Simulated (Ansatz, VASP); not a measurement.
**Ge: VASP beside Ansatz**

File INCAR:

```
PREC = Accurate
ENCUT = 520
EDIFF = 1E-6
ISMEAR = -1
SIGMA = 0.1
LREAL = False
LASPH = True
NELM = 100
ALGO = Normal
ISIF = 2
LWAVE = False
LCHARG = False
GGA = PS
NBANDS = 13
```

Contents of KPOINTS:

```
Automatic mesh
0
Gamma
  15 15 15
```

POSCAR

```
Ge
1.0
    0.0000000000      2.1542550890      2.1542550890
    2.1542550890      0.0000000000      2.1542550890
    2.1542550890      2.1542550890      0.0000000000
Ge
1
Direct
    0.0000000000      0.0000000000      0.0000000000
```

Input for Ansatz:

```yaml
crystal:
  lattice:
    - [0.0, 2.154255089, 2.154255089]
    - [2.154255089, 0.0, 2.154255089]
    - [2.154255089, 2.154255089, 0.0]
  atoms:
    - { symbol: Ge, position: [0.0, 0.0, 0.0] }
hamiltonian:
  xc: pbesol
  pseudopotentials:
    kind: paw
    azcp:
      Ge: "pseudopotentials/Ge.paw.azcp"
basis:
  ecutwfc: 420
  fft_grid_basis: typed
kpoints:
  mp_grid: { grid: [15, 15, 15], shift: [0, 0, 0] }
magnetization:
  spin_polarized: false
scf:
  occupations: { method: fermi_dirac, width: 0.1 }
  lower_state_search: "off"
output:
  stress: true
```

Alike in both runs: task single point; functional PBEsol; k mesh 15 × 15 × 15; occupations fermi-dirac, width 0.1 eV; no spin polarisation.

```csv
,VASP,Ansatz
version,VASP 6.6.1,Ansatz 0.2.0
potentials or method,"VASP PAW PBE potentials, release 64 (Ge_d), cutoff 520 eV","plane waves (420 eV) with PAW, scalar-relativistic"
valence electrons in the cell,14,14
```

```csv
,VASP,Ansatz,Ansatz less VASP
pressure (GPa),-4.5,-4.5,+0.06
```

VASP's potentials were made for PBE, not for PBEsol, and Ansatz warns of the same on its side. With one functional, cell and mesh, what is left measures potentials, basis and numerics.
